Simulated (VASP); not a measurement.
# MnHg (Pm-3m) in VASP: single point with PBE

Aim: the single point of MnHg with PBE.

Program: VASP 6.6.1. These are calculated values, not measurements. Logs are shortened: lines on timing, memory, paths and dates and some standing lists are left out, and cuts for length are marked.

## 1. The cell of the first run

The structure is cubic, space group Pm-3m (No. 221). The conventional cell has a = 3.325 Å, b = 3.325 Å, c = 3.325 Å, α = 90.00°, β = 90.00°, γ = 90.00°. Within 3.8 Å of Hg (site symmetry m-3m) lie 8 Mn at 2.88 Å and 6 Hg at 3.33 Å. Within 3.8 Å of Mn (site symmetry m-3m) lie 8 Hg at 2.88 Å and 6 Mn at 3.33 Å.

## 2. Single point, PBE, collinear spin, ferromagnetic start

Input file INCAR:

```
SYSTEM = MnHg
ALGO = Normal
EDIFF = 1E-6
ENCUT = 520
GGA = PE
ISIF = 2
ISMEAR = -1
ISPIN = 2
LASPH = .True.
LCHARG = .False.
LMAXMIX = 4
LORBIT = 11
LREAL = .False.
LWAVE = .False.
MAGMOM = 0 4.5
NBANDS = 24
NELM = 150
PREC = Accurate
SIGMA = 0.05
```

Input file KPOINTS:

```
k-points
0
Gamma
  4 4 4
  0 0 0
```

Input file POSCAR:

```
MnHg
1.0
    3.3250000000      0.0000000000      0.0000000000
    0.0000000000      3.3250000000      0.0000000000
    0.0000000000      0.0000000000      3.3250000000
Hg Mn
1 1
Direct
    0.0000000000      0.0000000000      0.0000000000
    0.5000000000      0.5000000000      0.5000000000
```

Potentials or basis: VASP PAW PBE potentials, release 64 (Hg, Mn_pv).

Launch:

```
> cat potpaw_PBE.64/Hg/POTCAR potpaw_PBE.64/Mn_pv/POTCAR > POTCAR
> mpirun -np 1 vasp_std > vasp.out
```

OUTCAR:

```text
SYSTEM = MnHg
   EDIFF = 1E-6
   ENCUT = 520
   GGA = PE
   ISIF = 2
   ISMEAR = -1
   ISPIN = 2
   LASPH = .True.
   LORBIT = 11
   LREAL = .False.
   NELM = 150
   PREC = Accurate

 ion  position               nearest neighbor table
   1  0.000  0.000  0.000-   2 2.88   2 2.88   2 2.88   2 2.88   2 2.88   2 2.88   2 2.88   2 2.88

   2  0.500  0.500  0.500-   1 2.88   1 2.88   1 2.88   1 2.88   1 2.88   1 2.88   1 2.88   1 2.88

  LATTYP: Found a simple cubic cell.
 ALAT       =     3.3250000000

  Lattice vectors:

 A1 = (   3.3250000000,   0.0000000000,   0.0000000000)
 A2 = (   0.0000000000,   3.3250000000,   0.0000000000)
 A3 = (   0.0000000000,   0.0000000000,   3.3250000000)

Analysis of symmetry for initial positions (statically):
=====================================================================
 Subroutine PRICEL returns:
 Original cell was already a primitive cell.

 Routine SETGRP: Setting up the symmetry group for a
 simple cubic supercell.

 Subroutine GETGRP returns: Found 48 space group operations
 (whereof 48 operations were pure point group operations)
 out of a pool of 48 trial point group operations.

The static configuration has the point symmetry O_h .

Analysis of symmetry for dynamics (positions and initial velocities):
=====================================================================
 Subroutine PRICEL returns:
 Original cell was already a primitive cell.

 Routine SETGRP: Setting up the symmetry group for a
 simple cubic supercell.

 Subroutine GETGRP returns: Found 48 space group operations
 (whereof 48 operations were pure point group operations)
 out of a pool of 48 trial point group operations.

The dynamic configuration has the point symmetry O_h .

Analysis of structural, dynamic, and magnetic symmetry:
=====================================================================
 Subroutine PRICEL returns:
 Original cell was already a primitive cell.

 Routine SETGRP: Setting up the symmetry group for a
 simple cubic supercell.

 Subroutine GETGRP returns: Found 48 space group operations
 (whereof 48 operations were pure point group operations)
 out of a pool of 48 trial point group operations.

The overall configuration has the point symmetry O_h .

 Subroutine INISYM returns: Found 48 space group operations
 (whereof 48 operations are pure point group operations),
 and found     1 'primitive' translations

----------------------------------------------------------------------------------------

                                     Primitive cell

  volume of cell :      36.7600

  direct lattice vectors                    reciprocal lattice vectors
     3.325000000  0.000000000  0.000000000     0.300751880  0.000000000  0.000000000
     0.000000000  3.325000000  0.000000000     0.000000000  0.300751880  0.000000000
     0.000000000  0.000000000  3.325000000     0.000000000  0.000000000  0.300751880

  length of vectors
     3.325000000  3.325000000  3.325000000     0.300751880  0.300751880  0.300751880

  position of ions in fractional coordinates (direct lattice)
     0.000000000  0.000000000  0.000000000
     0.500000000  0.500000000  0.500000000

  ion indices of the primitive-cell ions
   primitive index   ion index
                 1           1
                 2           2

----------------------------------------------------------------------------------------

 KPOINTS: k-points

Automatic generation of k-mesh.
 Grid dimensions read from file:
 generate k-points for:    4    4    4

 Generating k-lattice:

  Cartesian coordinates                     Fractional coordinates (reciprocal lattice)
     0.075187970  0.000000000  0.000000000     0.250000000  0.000000000  0.000000000
     0.000000000  0.075187970  0.000000000     0.000000000  0.250000000  0.000000000
     0.000000000  0.000000000  0.075187970     0.000000000  0.000000000  0.250000000

  Length of vectors
     0.075187970  0.075187970  0.075187970

  Shift w.r.t. Gamma in fractional coordinates (k-lattice)
     0.000000000  0.000000000  0.000000000

 Subroutine IBZKPT returns following result:
 ===========================================

 Found     10 irreducible k-points:

 Following reciprocal coordinates:
            Coordinates               Weight
  0.000000  0.000000  0.000000      1.000000
  0.250000  0.000000  0.000000      6.000000
  0.500000  0.000000  0.000000      3.000000
  0.250000  0.250000  0.000000     12.000000
  0.500000  0.250000  0.000000     12.000000
  0.500000  0.500000  0.000000      3.000000
  0.250000  0.250000  0.250000      8.000000
  0.500000  0.250000  0.250000     12.000000
  0.500000  0.500000  0.250000      6.000000
  0.500000  0.500000  0.500000      1.000000
   k-points           NKPTS =     10   k-points in BZ     NKDIM =     10   number of bands    NBANDS=     24
   number of dos      NEDOS =    301   number of ions     NIONS =      2
   total plane-waves  NPLWV =  21952
   dimension x,y,z NGX =    28 NGY =   28 NGZ =   28
   dimension x,y,z NGXF=    56 NGYF=   56 NGZF=   56
   ions per type =               1   1
   NGX,Y,Z   is equivalent  to a cutoff of  14.00, 14.00, 14.00 a.u.
   NGXF,Y,Z  is equivalent  to a cutoff of  28.00, 28.00, 28.00 a.u.
 SYSTEM =  MnHg
   PREC   = accura    normal or accurate (medium, high low for compatibility)
   ISTART =      0    job   : 0-new  1-cont  2-samecut
   ICHARG =      2    charge: 1-file 2-atom 10-const
   ISPIN  =      2    spin polarized calculation?
   LNONCOLLINEAR =      F non collinear calculations
   LSORBIT =      F    spin-orbit coupling
   LASPH  =      T    aspherical Exc in radial PAW
   ENCUT  =  520.0 eV  38.22 Ry    6.18 a.u.   6.18  6.18  6.18*2*pi/ulx,y,z
   NELM   =    150;   NELMIN=  2; NELMDL= -5     # of ELM steps
   EDIFF  = 0.1E-05   stopping-criterion for ELM
   LREAL  =      F    real-space projection
   EDIFFG = 0.1E-04   stopping-criterion for IOM
   NSW    =      0    number of steps for IOM
   IBRION =     -1    ionic relax: 0-MD 1-quasi-New 2-CG
   NFREE  =      0    steps in history (QN), initial steepest desc. (CG)
   ISIF   =      2    stress and relaxation
   ISYM   =      2    0-nonsym 1-usesym 2-fastsym
   POTIM  = 0.5000    time-step for ionic-motion
   TEBEG  =    0.0;   TEEND  =   0.0 temperature during run
   PSTRESS=    0.0 pullay stress
   NELECT =      25.0000    total number of electrons
   NUPDOWN=      -1.0000    fix difference up-down
   EMIN   =  10.00;   EMAX   =-10.00  energy-range for DOS
   EFERMI =   0.00;   METHOD = LEGACY
   ISMEAR =    -1;   SIGMA  =   0.05  broadening in eV -4-tet -1-fermi 0-gaus
   EFERMI_NEDOS =   21; number of points for ismear=-14 and -15
   IALGO  =     38    algorithm
   IMIX   =      4    mixing-type and parameters
     AMIX     =   0.40;   BMIX     =  1.00
     AMIX_MAG =   1.60;   BMIX_MAG =  1.00
  volume/ion in A,a.u.               =      18.38       124.03
  Fermi-wavevector in a.u.,A,eV,Ry     =   1.439671  2.720583 28.200141  2.072652
  Thomas-Fermi vector in A             =   2.558500
   LORBIT       =     11    0 simple, 1 ext, 2 COOP (PROOUT), +10 PAW based schemes
   GGA     = PE    functional components
   LHFCALC =     F    Hartree Fock is set to
   AEXX    =    0.0000 exact exchange contribution
   IVDW    =     0    specifies the selected vdW correction
   LEPSILON=     F    determine dielectric tensor
   LRPA    =     F    only Hartree local field effects (RPA)
 spin polarized calculation
  energy-cutoff  :      520.00
  volume of cell :       36.76
 maximum number of plane-waves:      1021
 NGX is ok and might be reduce to    28
   NGX = 13   NGY = 13   NGZ = 13

 number of electron      25.0000008 magnetization       3.7187608

 Free energy of the ion-electron system (eV)
  ---------------------------------------------------
  ext. energy  EPLUGINS =         0.00000000
  ---------------------------------------------------
  free energy    TOTEN  =        -8.50632585 eV

  energy without entropy =       -8.49723196  energy(sigma->0) =       -8.50177891

 E-fermi :   5.4321     XC(G=0): -11.6332

 val. band max:        5.2960993551   @ k =   0.2500   0.2500   0.2500
 cond. band min:       5.4531016458   @ k =   0.5000   0.0000   0.0000
 fundamental gap:      0.1570022907
 Fermi energy:         5.4321498063

 spin component 1

 k-point     1 :       0.0000    0.0000    0.0000
  band No.  band energies     occupation
      1     -44.5156      1.00000
      2     -44.5156      1.00000
      3     -44.5156      1.00000
      4      -4.1231      1.00000
      5      -2.8060      1.00000
      6      -2.8060      1.00000
[... 16 lines left out ...]
     23      22.4592      0.00000
     24      26.0972      0.00000

 k-point     2 :       0.2500    0.0000    0.0000
  band No.  band energies     occupation
      1     -44.5236      1.00000
      2     -44.5151      1.00000
      3     -44.5151      1.00000
      4      -3.2947      1.00000
      5      -2.6714      1.00000
      6      -2.2790      1.00000
[... 16 lines left out ...]
     23      20.8055      0.00000
     24      21.3413      0.00000

 k-point     3 :       0.5000    0.0000    0.0000
  band No.  band energies     occupation
      1     -44.5315      1.00000
      2     -44.5146      1.00000
      3     -44.5146      1.00000
      4      -2.6765      1.00000
      5      -2.5268      1.00000
      6      -2.0107      1.00000
[... 16 lines left out ...]
     23      18.9464      0.00000
     24      28.1661      0.00000
[... 136 lines left out ...]
 k-point     9 :       0.5000    0.5000    0.2500
  band No.  band energies     occupation
      1     -44.5292      1.00000
      2     -44.5292      1.00000
      3     -44.5210      1.00000
      4      -2.8389      1.00000
      5      -2.4078      1.00000
      6      -2.4078      1.00000
[... 16 lines left out ...]
     23      26.1256      0.00000
     24      28.0277      0.00000

 k-point    10 :       0.5000    0.5000    0.5000
  band No.  band energies     occupation
      1     -44.5287      1.00000
      2     -44.5287      1.00000
      3     -44.5287      1.00000
      4      -2.6476      1.00000
      5      -2.6476      1.00000
      6      -2.6476      1.00000
[... 16 lines left out ...]
     23      32.2812      0.00000
     24      32.3114      0.00000
 Fermi energy:         5.4321498063

 spin component 2

 k-point     1 :       0.0000    0.0000    0.0000
  band No.  band energies     occupation
      1     -40.5999      1.00000
      2     -40.5999      1.00000
      3     -40.5999      1.00000
      4      -3.9656      1.00000
      5      -2.8179      1.00000
      6      -2.8179      1.00000
[... 16 lines left out ...]
     23      22.4223      0.00000
     24      26.9929      0.00000

 k-point     2 :       0.2500    0.0000    0.0000
  band No.  band energies     occupation
      1     -40.6098      1.00000
      2     -40.5992      1.00000
      3     -40.5992      1.00000
      4      -3.2008      1.00000
      5      -2.7133      1.00000
      6      -2.2311      1.00000
[... 16 lines left out ...]
     23      21.3623      0.00000
     24      21.9701      0.00000

 k-point     3 :       0.5000    0.0000    0.0000
  band No.  band energies     occupation
      1     -40.6197      1.00000
      2     -40.5986      1.00000
      3     -40.5986      1.00000
      4      -2.7253      1.00000
      5      -2.6041      1.00000
      6      -2.0151      1.00000
[... 16 lines left out ...]
     23      18.7894      0.00000
     24      28.1266      0.00000
[... 136 lines left out ...]
 k-point     9 :       0.5000    0.5000    0.2500
  band No.  band energies     occupation
      1     -40.6167      1.00000
      2     -40.6167      1.00000
      3     -40.6065      1.00000
      4      -2.7826      1.00000
      5      -2.3703      1.00000
      6      -2.3703      1.00000
[... 16 lines left out ...]
     23      26.3004      0.00000
     24      28.7941      0.00000

 k-point    10 :       0.5000    0.5000    0.5000
  band No.  band energies     occupation
      1     -40.6160      1.00000
      2     -40.6160      1.00000
      3     -40.6160      1.00000
      4      -2.6330      1.00000
      5      -2.6330      1.00000
      6      -2.6330      1.00000
[... 16 lines left out ...]
     23      32.1848      0.00000
     24      32.1993      0.00000

------------------------ aborting loop because EDIFF is reached ----------------------------------------

  FORCE on cell =-STRESS in cart. coord.  units (eV):
  Direction    XX          YY          ZZ          XY          YZ          ZX
  --------------------------------------------------------------------------------------
  -------------------------------------------------------------------------------------
  Total       -0.3304218     -0.3304218     -0.3304218     -0.0000000     -0.0000000      0.0000000
  in kB      -14.4013892    -14.4013892    -14.4013892     -0.0000000     -0.0000000      0.0000000
  external PRESSURE =     -14.4013892 kB  Pullay stress =       0.0000000 kB

 VOLUME and BASIS-vectors are now :
 -----------------------------------------------------------------------------
  energy-cutoff  :      520.00
  volume of cell :       36.76
      direct lattice vectors                 reciprocal lattice vectors
     3.325000000  0.000000000  0.000000000     0.300751880  0.000000000  0.000000000
     0.000000000  3.325000000  0.000000000     0.000000000  0.300751880  0.000000000
     0.000000000  0.000000000  3.325000000     0.000000000  0.000000000  0.300751880

 POSITION                                       TOTAL-FORCE (eV/Angst)
 -----------------------------------------------------------------------------------
      0.00000      0.00000      0.00000         0.000000      0.000000      0.000000
      1.66250      1.66250      1.66250         0.000000      0.000000      0.000000
 -----------------------------------------------------------------------------------
    total drift:                                0.000000      0.000000      0.000000

  FREE ENERGIE OF THE ION-ELECTRON SYSTEM (eV)
  ---------------------------------------------------
  free  energy   TOTEN  =        -8.5063258501 eV

  energy  without entropy=       -8.4972319622  energy(sigma->0) =       -8.50177891

 total charge

# of ion       s       p       d       tot
------------------------------------------
    1        0.800   0.505   9.264  10.569
    2        0.244   6.162   5.010  11.415
--------------------------------------------------
tot          1.044   6.667  14.274  21.985

 magnetization (x)

# of ion       s       p       d       tot
------------------------------------------
    1       -0.055  -0.072   0.041  -0.086
    2        0.028   0.006   3.670   3.704
--------------------------------------------------
tot         -0.027  -0.065   3.711   3.619
```

It took 22 s on 1 thread of AMD EPYC 7R43 (Zen 3), shared host; peak memory 0.14 GiB.

What came out:

```
Free energy                                           : -8.5063 eV
Pressure                                              : -1.4 GPa
Net moment                                            : 3.72 μB per cell
Site moments                                          : Hg -0.09; Mn +3.70 μB
Valence electrons inside the program's atomic spheres : Hg 10.57; Mn 11.41
```

Caveat: the k points lie up to 0.47 Å⁻¹ apart; spin-orbit coupling is left out, which moves the levels of the heavy elements.
